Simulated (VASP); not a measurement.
# SiO2 (Imma) in VASP: a series of runs, part 2 of 3

VASP 6.6.1. The steps go on from the part before.

### 3 Single point, PBE

This run uses another cell than the first one, of 18.55 Å³/atom.

INCAR reads:

```
PREC     = Accurate       # precision mode
ENCUT    = 520            # plane-wave cutoff, eV
EDIFF    = 1E-7           # SCF threshold, eV
ISMEAR   = 0              # smearing method
SIGMA    = 0.02           # smearing width, eV
LREAL    = F              # projectors in reciprocal space
LASPH    = T              # aspherical terms in the spheres
NELM     = 80             # most SCF steps
ALGO     = Normal         # electronic algorithm
ISIF     = 2              # what is computed and relaxed
LWAVE    = F              # write WAVECAR
LCHARG   = F              # write CHGCAR
GGA      = PE             # functional
NBANDS   = 44             # bands
```

KPOINTS reads:

```
regular mesh
0
Gamma
  6 6 6
```

POSCAR reads:

```
SiO2
1.0
   -2.6233364600      4.7767535050      4.4416747250
    2.6233364600     -4.7767535050      4.4416747250
    2.6233364600      4.7767535050     -4.4416747250
Si O
4 8
Direct
    0.9277899082      0.8441231423      0.0836667659
    0.7395436236      0.1558768577      0.5836667659
    0.0722100918      0.1558768577      0.9163332341
    0.2604563764      0.8441231423      0.4163332341
    0.1294633349      0.8794633349      0.2500000000
    0.8705366651      0.1205366651      0.7500000000
    0.7884604384      0.5000000000      0.7884604384
    0.2115395616      0.0000000000      0.7115395616
    0.2115395616      0.5000000000      0.2115395616
    0.7884604384      0.0000000000      0.2884604384
    0.0000000000      0.0000000000      0.0000000000
    0.5000000000      0.0000000000      0.5000000000
```

Potentials or basis: VASP PAW PBE potentials, release 64 (Si, O).

Command:

```console
> cat potpaw_PBE.64/Si/POTCAR potpaw_PBE.64/O/POTCAR > POTCAR
> mpirun -np 1 vasp_std > vasp.out
```

OUTCAR:

```text
PREC = Accurate
   ENCUT = 520
   EDIFF = 1E-7
   ISMEAR = 0
   LREAL = F
   LASPH = T
   NELM = 80
   ISIF = 2
   GGA = PE

 ion  position               nearest neighbor table
   1  0.928  0.844  0.084-  11 1.60   7 1.61  10 1.61   5 1.62   2 3.11   2 3.11
   2  0.740  0.156  0.584-  12 1.60   7 1.61  10 1.61   6 1.62   1 3.11   1 3.11
   3  0.072  0.156  0.916-  11 1.60   9 1.61   8 1.61   6 1.62   4 3.11   4 3.11
   4  0.260  0.844  0.416-  12 1.60   9 1.61   8 1.61   5 1.62   3 3.11   3 3.11
   5  0.129  0.879  0.250-   1 1.62   4 1.62
   6  0.871  0.121  0.750-   2 1.62   3 1.62
   7  0.788  0.500  0.788-   1 1.61   2 1.61
   8  0.212  0.000  0.712-   3 1.61   4 1.61
   9  0.212  0.500  0.212-   3 1.61   4 1.61
  10  0.788  0.000  0.288-   1 1.61   2 1.61
  11  0.000  0.000  0.000-   1 1.60   3 1.60
  12  0.500  0.000  0.500-   2 1.60   4 1.60

  LATTYP: Found a body centered orthorhombic cell.
 ALAT       =     5.2466729200
 B/A-ratio  =     1.6931395544
 C/A-ratio  =     1.8208695598

  Lattice vectors:

 A1 = (   2.6233364600,  -4.7767535050,  -4.4416747250)
 A2 = (  -2.6233364600,  -4.7767535050,   4.4416747250)
 A3 = (  -2.6233364600,   4.7767535050,  -4.4416747250)

Analysis of symmetry for initial positions (statically):
=====================================================================
 Subroutine PRICEL returns:
 Original cell was already a primitive cell.

 Routine SETGRP: Setting up the symmetry group for a
 body centered orthorhombic supercell.

 Subroutine GETGRP returns: Found  8 space group operations
 (whereof  4 operations were pure point group operations)
 out of a pool of  8 trial point group operations.

The static configuration has the point symmetry C_2h.
 The point group associated with its full space group is D_2h.

Analysis of symmetry for dynamics (positions and initial velocities):
=====================================================================
 Subroutine PRICEL returns:
[... 161 lines left out ...]
 non-spin polarized calculation
 Gauss-broadening in eV      SIGMA  =   0.02
  energy-cutoff  :      520.00
  volume of cell :      222.64
 maximum number of plane-waves:      6052
 NGX is ok and might be reduce to    54
   NGX = 27   NGY = 27   NGZ = 27

 number of electron      64.0000000 magnetization

 Free energy of the ion-electron system (eV)
  ---------------------------------------------------
  ext. energy  EPLUGINS =         0.00000000
  ---------------------------------------------------
  free energy    TOTEN  =       -94.82314332 eV

  energy without entropy =      -94.82314332  energy(sigma->0) =      -94.82314332

 E-fermi :  -1.3386     XC(G=0):  -7.0195

 val. band max:       -1.4544330793   @ k =   0.0000   0.0000   0.0000
 cond. band min:       3.9522814116   @ k =   0.0000   0.0000   0.0000
 fundamental gap:      5.4067144908
 Fermi energy:        -1.3385570245

 k-point     1 :       0.0000    0.0000    0.0000
  band No.  band energies     occupation
      1     -20.9829      2.00000
      2     -20.0854      2.00000
      3     -19.5843      2.00000
      4     -19.5626      2.00000
      5     -19.0209      2.00000
      6     -18.9487      2.00000
[... 1117 lines left out ...]
     43       9.4704      0.00000
     44       9.6359      0.00000

 [... further k-points ...]

------------------------ aborting loop because EDIFF is reached ----------------------------------------

  FORCE on cell =-STRESS in cart. coord.  units (eV):
  Direction    XX          YY          ZZ          XY          YZ          ZX
  --------------------------------------------------------------------------------------
  -------------------------------------------------------------------------------------
  Total        3.8885507      2.0356782      4.2820227      0.0000000      0.0000000      0.0000000
  in kB       27.9836770     14.6496129     30.8152700      0.0000000      0.0000000      0.0000000
  external PRESSURE =      24.4828533 kB  Pullay stress =       0.0000000 kB

 VOLUME and BASIS-vectors are now :
 -----------------------------------------------------------------------------
  energy-cutoff  :      520.00
  volume of cell :      222.64
      direct lattice vectors                 reciprocal lattice vectors
    -2.623336460  4.776753505  4.441674725     0.000000000  0.104673603  0.112570152
     2.623336460 -4.776753505  4.441674725     0.190596977  0.000000000  0.112570152
     2.623336460  4.776753505 -4.441674725     0.190596977  0.104673603  0.000000000

 POSITION                                       TOTAL-FORCE (eV/Angst)
 -----------------------------------------------------------------------------------
     -0.00000      0.79931      7.49864         0.000000     -0.037460      0.030824
      0.00000      5.57606      1.38471         0.000000     -0.037460     -0.030824
      2.62334      3.97744     -3.05697        -0.000000      0.037460     -0.030824
      2.62334     -0.79931      3.05697        -0.000000      0.037460      0.030824
      2.62334     -2.38838      3.37091         0.000000      0.000000     -0.021338
      0.00000      7.16513      1.07077         0.000000      0.000000      0.021338
      1.31167      5.14419      2.22084         0.000000      0.014238      0.000000
      1.31167      4.40932     -2.22084         0.000000     -0.014238      0.000000
      1.31167     -0.36743      2.22084         0.000000     -0.014238      0.000000
     -1.31167      5.14419      2.22084         0.000000      0.014238      0.000000
      0.00000      0.00000      0.00000         0.000000      0.000000      0.000000
      0.00000      4.77675      0.00000         0.000000      0.000000      0.000000
 -----------------------------------------------------------------------------------
    total drift:                               -0.000000      0.000000     -0.000000

  FREE ENERGIE OF THE ION-ELECTRON SYSTEM (eV)
  ---------------------------------------------------
  free  energy   TOTEN  =       -94.8231433199 eV

  energy  without entropy=      -94.8231433199  energy(sigma->0) =      -94.82314332
```

OSZICAR:

```text
N       E                     dE             d eps       ncg     rms          rms(c)
DAV:   1     0.456147928076E+03    0.45615E+03   -0.30843E+04  4056   0.128E+03
DAV:   2    -0.649249520832E+02   -0.52107E+03   -0.50231E+03  5320   0.307E+02
DAV:   3    -0.107661046264E+03   -0.42736E+02   -0.42519E+02  4920   0.945E+01
DAV:   4    -0.108324697765E+03   -0.66365E+00   -0.66225E+00  5096   0.130E+01
DAV:   5    -0.108338687217E+03   -0.13989E-01   -0.13979E-01  4976   0.182E+00    0.297E+01
DAV:   6    -0.949203088764E+02    0.13418E+02   -0.52173E+01  4704   0.328E+01    0.139E+01
DAV:   7    -0.948751509502E+02    0.45158E-01   -0.16268E+00  5080   0.507E+00    0.509E+00
DAV:   8    -0.948254814993E+02    0.49669E-01   -0.86846E-02  5012   0.173E+00    0.197E+00
DAV:   9    -0.948187922872E+02    0.66892E-02   -0.51940E-02  5080   0.123E+00    0.414E-01
DAV:  10    -0.948234240185E+02   -0.46317E-02   -0.56723E-03  4408   0.384E-01    0.140E-01
DAV:  11    -0.948232867664E+02    0.13725E-03   -0.18799E-03  4416   0.246E-01    0.404E-02
DAV:  12    -0.948232020045E+02    0.84762E-04   -0.19295E-04  4608   0.756E-02    0.431E-02
DAV:  13    -0.948231562662E+02    0.45738E-04   -0.34799E-05  4608   0.356E-02    0.200E-02
DAV:  14    -0.948231438758E+02    0.12390E-04   -0.15341E-05  4408   0.212E-02    0.419E-03
DAV:  15    -0.948231436090E+02    0.26677E-06   -0.21669E-06  5096   0.100E-02    0.444E-03
DAV:  16    -0.948231433737E+02    0.23534E-06   -0.96864E-07  4584   0.528E-03    0.110E-03
DAV:  17    -0.948231433199E+02    0.53808E-07   -0.59126E-08  3496   0.130E-03
   1 F= -.94823143E+02 E0= -.94823143E+02  d E =-.171473E-18
```

stdout:

```text
POSCAR found type information on POSCAR SiO
 POSCAR found :  2 types and      12 ions
 scaLAPACK will be used
 LDA part: xc-table for (Slater+PW92), standard interpolation
 POSCAR, INCAR and KPOINTS ok, starting setup
 FFT: planning ... GRIDC
 FFT: planning ... GRID_SOFT
 FFT: planning ... GRID
 WAVECAR not read
 entering main loop
```

Wall time 5.5 min (1 thread of Intel Xeon 6975P-C (Granite Rapids), shared host); peak memory 0.58 GiB.

What came out:

- Free energy: -94.8231 eV
- Pressure: 2.4 GPa
- Largest force: 0.049 eV/Å
- Band gap on the k mesh: 5.41 eV

Forces on the atoms (eV/Å):
```
Si   0.000 -0.037  0.031
Si   0.000 -0.037 -0.031
Si   0.000  0.037 -0.031
Si   0.000  0.037  0.031
O    0.000  0.000 -0.021
O    0.000  0.000  0.021
O    0.000  0.014  0.000
O    0.000 -0.014  0.000
O    0.000 -0.014  0.000
O    0.000  0.014  0.000
O    0.000  0.000  0.000
O    0.000  0.000  0.000
```

Stress tensor (GPa, compression positive):
```
2.80 0.00 0.00
0.00 1.46 0.00
0.00 0.00 3.08
```

A k mesh can miss the band edges.

(Part 2 of 3 ends here.)
